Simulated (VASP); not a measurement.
# MnHg (P4/mmm) in VASP: further runs

Runs on MnHg. Level: PBE. Tasks: single point, electric field gradients.

All numbers are computed with VASP 6.6.1; they aren't measurements. Logs are shortened: lines on timing, memory, paths and dates and some standing lists are left out, and cuts for length are marked.

### Step 1. The cell of the first run

Symmetry: P4/mmm, No. 123, tetragonal system. The conventional cell has a = 3.288 Å, b = 3.288 Å, c = 3.313 Å, α = 90.00°, β = 90.00°, γ = 90.00°. Within 3.8 Å of Mn (site symmetry 4/mmm) lie 8 Hg at 2.85 Å and 6 Mn at 3.29 to 3.31 Å. Within 3.8 Å of Hg (site symmetry 4/mmm) lie 8 Mn at 2.85 Å and 6 Hg at 3.29 to 3.31 Å.

### Step 2. Single point, PBE, collinear spin, ferromagnetic start

File POSCAR:

```
MnHg
1.0
    3.2880000000      0.0000000000      0.0000000000
    0.0000000000      3.2880000000      0.0000000000
    0.0000000000      0.0000000000      3.3130000000
Mn Hg
1 1
Direct
    0.5000000000      0.5000000000      0.5000000000
    0.0000000000      0.0000000000      0.0000000000
```

File INCAR.step1:

```
SYSTEM = MnHg
PREC     = Accurate       ! precision mode
ENCUT    = 520            ! plane-wave cutoff, eV
EDIFF    = 1E-6           ! SCF threshold, eV
ISMEAR   = -1             ! smearing method
SIGMA    = 0.05           ! smearing width, eV
LREAL    = .False.        ! projectors in reciprocal space
LASPH    = .True.         ! aspherical terms in the spheres
NELM     = 150            ! most SCF steps
ALGO     = Normal         ! electronic algorithm
ISIF     = 2              ! what is computed and relaxed
LWAVE    = .False.        ! write WAVECAR
LCHARG   = .True.         ! write CHGCAR
ISPIN    = 2              ! spin polarisation
MAGMOM   = 4 0            ! initial moments
LMAXMIX  = 4              ! l up to which the mixer works
GGA      = PE             ! functional
NBANDS   = 24             ! bands
```

File KPOINTS.step1:

```
Automatic mesh
0
Gamma
  11 11 11
  0 0 0
```

File INCAR.step2:

```
SYSTEM = MnHg
PREC     = Accurate       ! precision mode
ENCUT    = 520            ! plane-wave cutoff, eV
EDIFF    = 1E-6           ! SCF threshold, eV
ISMEAR   = -5             ! smearing method
SIGMA    = 0.05           ! smearing width, eV
LREAL    = .False.        ! projectors in reciprocal space
LASPH    = .True.         ! aspherical terms in the spheres
NELM     = 150            ! most SCF steps
ALGO     = Normal         ! electronic algorithm
ISIF     = 2              ! what is computed and relaxed
LWAVE    = .False.        ! write WAVECAR
LCHARG   = .False.        ! write CHGCAR
ISPIN    = 2              ! spin polarisation
MAGMOM   = 4 0            ! initial moments
LORBIT   = 11             ! projections on sites
LMAXMIX  = 4              ! l up to which the mixer works
GGA      = PE             ! functional
NBANDS   = 24             ! bands
NEDOS    = 2001           ! points of the DOS
ICHARG   = 11             ! starting density
```

File KPOINTS.step2:

```
Automatic mesh
0
Gamma
  17 17 17
  0 0 0
```

Potentials or basis: VASP PAW PBE potentials, release 64 (Mn_pv, Hg).

Run with:

```bash
cat potpaw_PBE.64/Mn_pv/POTCAR potpaw_PBE.64/Hg/POTCAR > POTCAR
cp INCAR.step1 INCAR
cp KPOINTS.step1 KPOINTS
mpirun -np 1 vasp_std > vasp.out
cp INCAR.step2 INCAR
cp KPOINTS.step2 KPOINTS
mpirun -np 1 vasp_std > vasp.out
```

OUTCAR:

```text
SYSTEM = MnHg
   PREC = Accurate
   ENCUT = 520
   EDIFF = 1E-6
   ISMEAR = -5
   LREAL = .False.
   LASPH = .True.
   NELM = 150
   ISIF = 2
   ISPIN = 2
   LORBIT = 11
   GGA = PE
   ICHARG = 11

 ion  position               nearest neighbor table
   1  0.500  0.500  0.500-   2 2.85   2 2.85   2 2.85   2 2.85   2 2.85   2 2.85   2 2.85   2 2.85

   2  0.000  0.000  0.000-   1 2.85   1 2.85   1 2.85   1 2.85   1 2.85   1 2.85   1 2.85   1 2.85

  LATTYP: Found a simple tetragonal cell.
 ALAT       =     3.2880000000
 C/A-ratio  =     1.0076034063

  Lattice vectors:

 A1 = (   3.2880000000,   0.0000000000,   0.0000000000)
 A2 = (   0.0000000000,   3.2880000000,   0.0000000000)
 A3 = (   0.0000000000,   0.0000000000,   3.3130000000)

Analysis of symmetry for initial positions (statically):
=====================================================================
 Subroutine PRICEL returns:
 Original cell was already a primitive cell.

 Routine SETGRP: Setting up the symmetry group for a
 simple tetragonal supercell.

 Subroutine GETGRP returns: Found 16 space group operations
 (whereof 16 operations were pure point group operations)
 out of a pool of 16 trial point group operations.

The static configuration has the point symmetry D_4h.

Analysis of symmetry for dynamics (positions and initial velocities):
=====================================================================
 Subroutine PRICEL returns:
 Original cell was already a primitive cell.

 Routine SETGRP: Setting up the symmetry group for a
 simple tetragonal supercell.

 Subroutine GETGRP returns: Found 16 space group operations
 (whereof 16 operations were pure point group operations)
 out of a pool of 16 trial point group operations.

The dynamic configuration has the point symmetry D_4h.

Analysis of structural, dynamic, and magnetic symmetry:
=====================================================================
 Subroutine PRICEL returns:
 Original cell was already a primitive cell.

 Routine SETGRP: Setting up the symmetry group for a
 simple tetragonal supercell.

 Subroutine GETGRP returns: Found 16 space group operations
 (whereof 16 operations were pure point group operations)
 out of a pool of 16 trial point group operations.

The overall configuration has the point symmetry D_4h.

 Subroutine INISYM returns: Found 16 space group operations
 (whereof 16 operations are pure point group operations),
 and found     1 'primitive' translations

----------------------------------------------------------------------------------------

                                     Primitive cell

  volume of cell :      35.8167

  direct lattice vectors                    reciprocal lattice vectors
     3.288000000  0.000000000  0.000000000     0.304136253  0.000000000  0.000000000
     0.000000000  3.288000000  0.000000000     0.000000000  0.304136253  0.000000000
     0.000000000  0.000000000  3.313000000     0.000000000  0.000000000  0.301841232

  length of vectors
     3.288000000  3.288000000  3.313000000     0.304136253  0.304136253  0.301841232

  position of ions in fractional coordinates (direct lattice)
     0.500000000  0.500000000  0.500000000
     0.000000000  0.000000000  0.000000000

  ion indices of the primitive-cell ions
   primitive index   ion index
                 1           1
                 2           2

----------------------------------------------------------------------------------------

 KPOINTS: Automatic mesh

Automatic generation of k-mesh.
 Grid dimensions read from file:
 generate k-points for:   17   17   17

 Generating k-lattice:

  Cartesian coordinates                     Fractional coordinates (reciprocal lattice)
     0.017890368  0.000000000  0.000000000     0.058823529  0.000000000  0.000000000
     0.000000000  0.017890368  0.000000000     0.000000000  0.058823529  0.000000000
     0.000000000  0.000000000  0.017755367     0.000000000  0.000000000  0.058823529

  Length of vectors
     0.017890368  0.017890368  0.017755367

  Shift w.r.t. Gamma in fractional coordinates (k-lattice)
     0.000000000  0.000000000  0.000000000

 TETIRR: Found   7335 inequivalent tetrahedra from    29478

 Subroutine IBZKPT returns following result:
 ===========================================

 Found    405 irreducible k-points:

 Following reciprocal coordinates:
            Coordinates               Weight
  0.000000  0.000000  0.000000      1.000000
  0.058824  0.000000  0.000000      4.000000
  0.117647  0.000000  0.000000      4.000000
  0.176471  0.000000  0.000000      4.000000
  0.235294  0.000000  0.000000      4.000000
  0.294118  0.000000  0.000000      4.000000
[... 16 lines left out ...]
  0.411765  0.117647  0.000000      8.000000
  0.470588  0.117647  0.000000      8.000000
 [... further k-points ...]
   k-points           NKPTS =    405   k-points in BZ     NKDIM =    405   number of bands    NBANDS=     24
   number of dos      NEDOS =   2001   number of ions     NIONS =      2
   total plane-waves  NPLWV =  16128
   dimension x,y,z NGX =    24 NGY =   24 NGZ =   28
   dimension x,y,z NGXF=    48 NGYF=   48 NGZF=   56
   ions per type =               1   1
   NGX,Y,Z   is equivalent  to a cutoff of  12.13, 12.13, 14.05 a.u.
   NGXF,Y,Z  is equivalent  to a cutoff of  24.27, 24.27, 28.10 a.u.
 SYSTEM =  MnHg
   PREC   = accura    normal or accurate (medium, high low for compatibility)
   ISTART =      0    job   : 0-new  1-cont  2-samecut
   ICHARG =     11    charge: 1-file 2-atom 10-const
   ISPIN  =      2    spin polarized calculation?
   LNONCOLLINEAR =      F non collinear calculations
   LSORBIT =      F    spin-orbit coupling
   LASPH  =      T    aspherical Exc in radial PAW
   ENCUT  =  520.0 eV  38.22 Ry    6.18 a.u.   6.11  6.11  6.16*2*pi/ulx,y,z
   NELM   =    150;   NELMIN=  2; NELMDL=  0     # of ELM steps
   EDIFF  = 0.1E-05   stopping-criterion for ELM
   LREAL  =      F    real-space projection
   EDIFFG = 0.1E-04   stopping-criterion for IOM
   NSW    =      0    number of steps for IOM
   IBRION =     -1    ionic relax: 0-MD 1-quasi-New 2-CG
   NFREE  =      0    steps in history (QN), initial steepest desc. (CG)
   ISIF   =      2    stress and relaxation
   ISYM   =      2    0-nonsym 1-usesym 2-fastsym
   POTIM  = 0.5000    time-step for ionic-motion
   TEBEG  =    0.0;   TEEND  =   0.0 temperature during run
   PSTRESS=    0.0 pullay stress
   NELECT =      25.0000    total number of electrons
   NUPDOWN=      -1.0000    fix difference up-down
   EMIN   =  10.00;   EMAX   =-10.00  energy-range for DOS
   EFERMI =   0.00;   METHOD = LEGACY
   ISMEAR =    -5;   SIGMA  =   0.05  broadening in eV -4-tet -1-fermi 0-gaus
   EFERMI_NEDOS =   21; number of points for ismear=-14 and -15
   IALGO  =     38    algorithm
   IMIX   =      4    mixing-type and parameters
     AMIX     =   0.40;   BMIX     =  1.00
     AMIX_MAG =   1.60;   BMIX_MAG =  1.00
  volume/ion in A,a.u.               =      17.91       120.85
  Fermi-wavevector in a.u.,A,eV,Ry     =   1.452200  2.744260 28.693127  2.108885
  Thomas-Fermi vector in A             =   2.569610
   LORBIT       =     11    0 simple, 1 ext, 2 COOP (PROOUT), +10 PAW based schemes
   GGA     = PE    functional components
   LHFCALC =     F    Hartree Fock is set to
   AEXX    =    0.0000 exact exchange contribution
   IVDW    =     0    specifies the selected vdW correction
   LEPSILON=     F    determine dielectric tensor
   LRPA    =     F    only Hartree local field effects (RPA)
 spin polarized calculation
 Fermi weights with tetrahedron method with Bloechl corrections
  energy-cutoff  :      520.00
  volume of cell :       35.82
 maximum number of plane-waves:       982

 number of electron      25.0000000 magnetization       3.8973760

 Free energy of the ion-electron system (eV)
  ---------------------------------------------------
  ext. energy  EPLUGINS =         0.00000000
  ---------------------------------------------------
  free energy    TOTEN  =        -8.48447058 eV

  energy without entropy =       -8.48447058  energy(sigma->0) =       -8.48447058

 E-fermi :   5.7014     XC(G=0): -11.7752

 val. band max:        5.7608229735   @ k =   0.3529   0.3529   0.0588
 cond. band min:       5.6693116257   @ k =   0.2941   0.0000   0.0588
 fundamental gap:     -0.0915113478
 Fermi energy:         5.7014157406

 spin component 1

 k-point     1 :       0.0000    0.0000    0.0000
  band No.  band energies     occupation
      1     -44.4657      1.00000
      2     -44.4606      1.00000
      3     -44.4606      1.00000
      4      -4.0844      1.00000
      5      -2.6636      1.00000
      6      -2.6523      1.00000
[... 16 lines left out ...]
     23      22.8629      0.00000
     24      26.6968      0.00000
[... 598 lines left out ...]
      2     -44.4644      1.00000
      3     -44.4617      1.00000
      4      -2.4497      1.00000
      5      -2.2376      1.00000
      6      -2.0073      1.00000
[... 16 lines left out ...]
     23      21.0510      0.00000
     24      26.6729      0.00000

 [... further k-points ...]

 spin component 2

 k-point     1 :       0.0000    0.0000    0.0000
  band No.  band energies     occupation
      1     -40.4378      1.00000
      2     -40.4352      1.00000
      3     -40.4352      1.00000
      4      -3.8634      1.00000
      5      -2.6433      1.00000
      6      -2.6290      1.00000
[... 16 lines left out ...]
     23      22.8962      0.00000
     24      27.6656      0.00000
[... 598 lines left out ...]
      2     -40.4366      1.00000
      3     -40.4362      1.00000
      4      -2.4597      1.00000
      5      -2.2797      1.00000
      6      -1.9548      1.00000
[... 16 lines left out ...]
     23      21.4395      0.00000
     24      27.2480      0.00000

 [... further k-points ...]

------------------------ aborting loop because EDIFF is reached ----------------------------------------

  FORCE on cell =-STRESS in cart. coord.  units (eV):
  Direction    XX          YY          ZZ          XY          YZ          ZX
  --------------------------------------------------------------------------------------
  -------------------------------------------------------------------------------------
  Total        0.4112801      0.4112801      0.4008661      0.0000000     -0.0000000     -0.0000000
  in kB       18.3976891     18.3976891     17.9318408      0.0000000     -0.0000000     -0.0000000
  external PRESSURE =      18.2424063 kB  Pullay stress =       0.0000000 kB

 VOLUME and BASIS-vectors are now :
 -----------------------------------------------------------------------------
  energy-cutoff  :      520.00
  volume of cell :       35.82
      direct lattice vectors                 reciprocal lattice vectors
     3.288000000  0.000000000  0.000000000     0.304136253  0.000000000  0.000000000
     0.000000000  3.288000000  0.000000000     0.000000000  0.304136253  0.000000000
     0.000000000  0.000000000  3.313000000     0.000000000  0.000000000  0.301841232

 POSITION                                       TOTAL-FORCE (eV/Angst)
 -----------------------------------------------------------------------------------
      1.64400      1.64400      1.65650         0.000000      0.000000      0.000000
      0.00000      0.00000      0.00000         0.000000      0.000000      0.000000
 -----------------------------------------------------------------------------------
    total drift:                                0.000000      0.000000     -0.000000

  FREE ENERGIE OF THE ION-ELECTRON SYSTEM (eV)
  ---------------------------------------------------
  free  energy   TOTEN  =        -8.4844705791 eV

  energy  without entropy=       -8.4844705791  energy(sigma->0) =       -8.48447058

 total charge

# of ion       s       p       d       tot
------------------------------------------
    1        0.253   6.180   4.981  11.414
    2        0.817   0.533   9.257  10.607
--------------------------------------------------
tot          1.070   6.713  14.238  22.021

 magnetization (x)

# of ion       s       p       d       tot
------------------------------------------
    1        0.027   0.016   3.762   3.804
    2       -0.045  -0.062   0.048  -0.059
--------------------------------------------------
tot         -0.017  -0.047   3.810   3.746
```

It took 2.4 min on 1 thread of Intel Xeon 6975P-C (Granite Rapids), shared host; peak memory 0.61 GiB.

Results:

| Item | Value |
| --- | --- |
| Net moment | 3.90 μB per cell |
| Site moments | Mn +3.80; Hg -0.06 μB |
| Valence electrons inside the program's atomic spheres | Mn 11.41; Hg 10.61 |

Caveat: spin-orbit coupling is left out, which moves the levels of the heavy elements; tetrahedron occupations give inexact forces and stress in metals.

(Part 1 of 2 ends here.)
